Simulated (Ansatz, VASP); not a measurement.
## Be: VASP beside Ansatz

The input POSCAR:

```
Be
1.0
    0.0000000000      1.5948182637      1.5948182637
    1.5948182637      0.0000000000      1.5948182637
    1.5948182637      1.5948182637      0.0000000000
Be
1
Direct
    0.0000000000      0.0000000000      0.0000000000
```

Contents of INCAR.step1:

```
ALGO     = Normal         # electronic algorithm
EDIFF    = 1E-4           # SCF threshold, eV
ENCUT    = 600            # plane-wave cutoff, eV
GGA      = PE             # functional
ISMEAR   = -1             # smearing method
LASPH    = T              # aspherical terms in the spheres
LCHARG   = F              # write CHGCAR
LREAL    = F              # projectors in reciprocal space
LWAVE    = T              # write WAVECAR
NELM     = 60             # most SCF steps
PREC     = Accurate       # precision mode
SIGMA    = 0.1            # smearing width, eV
```

The input INCAR.step2:

```
ALGO     = Normal         # electronic algorithm
EDIFF    = 1E-6           # SCF threshold, eV
EDIFFG   = -0.01          # ionic threshold
ENCUT    = 600            # plane-wave cutoff, eV
IBRION   = 2              # ionic algorithm
ISIF     = 3              # what is computed and relaxed
ISMEAR   = -1             # smearing method
ISTART   = 1            
LASPH    = T              # aspherical terms in the spheres
LCHARG   = F              # write CHGCAR
LMIXTAU  = T            
LREAL    = F              # projectors in reciprocal space
LWAVE    = F              # write WAVECAR
METAGGA  = R2SCAN         # meta-GGA
NELM     = 60             # most SCF steps
NSW      = 80             # ionic steps
PREC     = Accurate       # precision mode
SIGMA    = 0.1            # smearing width, eV
```

KPOINTS

```
k-points
0
Gamma
  17 17 17
```

Input for Ansatz:

```yaml
crystal:
  lattice:
    - [0.0, 1.5948182637, 1.5948182637]
    - [1.5948182637, 0.0, 1.5948182637]
    - [1.5948182637, 1.5948182637, 0.0]
  atoms:
    - { symbol: Be, position: [0.0, 0.0, 0.0] }
hamiltonian:
  xc: r2scan
  pseudopotentials:
    kind: paw
    azcp:
      Be: "pseudopotentials/Be.paw.azcp"
basis:
  ecutwfc: 500
  fft_grid_basis: typed
kpoints:
  mp_grid: { grid: [17, 17, 17], shift: [0, 0, 0] }
magnetization:
  spin_polarized: false
scf:
  occupations: { method: fermi_dirac, width: 0.1 }
relax:
  max_steps: 60
  f_tol: 0.01
  cell: {}
```

Alike in both runs: task relaxation of cell and atoms; functional r2SCAN; k mesh 17 × 17 × 17; occupations fermi-dirac, width 0.1 eV; no spin polarisation.

|  | VASP | Ansatz |
| --- | --- | --- |
| version | VASP 6.6.1 | Ansatz 0.2.0 |
| potentials or method | VASP PAW PBE potentials, release 64 (Be), cutoff 600 eV | plane waves (500 eV) with PAW, scalar-relativistic |
| valence electrons in the cell | 2 | 2 |

Ansatz gave:

| Quantity | Value |
| --- | --- |
| relaxed volume (Å³/atom) | 7.88 |
| relaxed cell length with the largest relative difference (Å) | 2.234 |

Estimate VASP's values.

relaxed volume (Å³/atom): 7.90; relaxed cell length with the largest relative difference (Å): 2.236.

VASP's potentials were made for PBE, not for r2SCAN.
